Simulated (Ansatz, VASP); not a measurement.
# One calculation of Sc2GaP3, two programs

```
Sc Ga P
1.0
     3.99550    0.00000    0.00000
     0.00000    3.99550    0.00000
     0.00000    0.00000    7.93636
Sc Ga P
2 1 3
Cartesian
  1.9978 1.9978 1.9340
  1.9978 1.9978 6.0024
  0.0000 0.0000 0.0000
  1.9978 0.0000 3.9682
  0.0000 1.9978 3.9682
  0.0000 0.0000 3.9682
```

Alike in both runs: task relaxation of cell and atoms; functional PBE; k mesh 4 × 4 × 2; occupations gaussian, width 0.1 eV; no spin polarisation.

```csv
,VASP,Ansatz
version,VASP 6.6.1,Ansatz 0.2.0
potentials or method,"VASP PAW PBE potentials, release 64 (Sc_sv, Ga_d, P), cutoff 600 eV","scalar-relativistic, plane waves, PAW"
valence electrons in the cell,50,50
```

Ansatz gave:

| Item | Value |
| --- | --- |
| gap on the k mesh at the Fermi level, each at its own relaxed structure (eV) | none |
| relaxed volume (Å³/atom) | 21.19 |
| relaxed length of the cell vector where the two differ most in proportion (Å) | 6.375 |

**Question.** Estimate VASP's values.

**Answer.** gap on the k mesh at the Fermi level, each at its own relaxed structure (eV): none; relaxed volume (Å³/atom): 21.17; relaxed length of the cell vector where the two differ most in proportion (Å): 6.385.

A gap of «none» marks a metal or a gap that the smearing closes.

The k mesh is coarse, so the values compare programs but aren't converged.
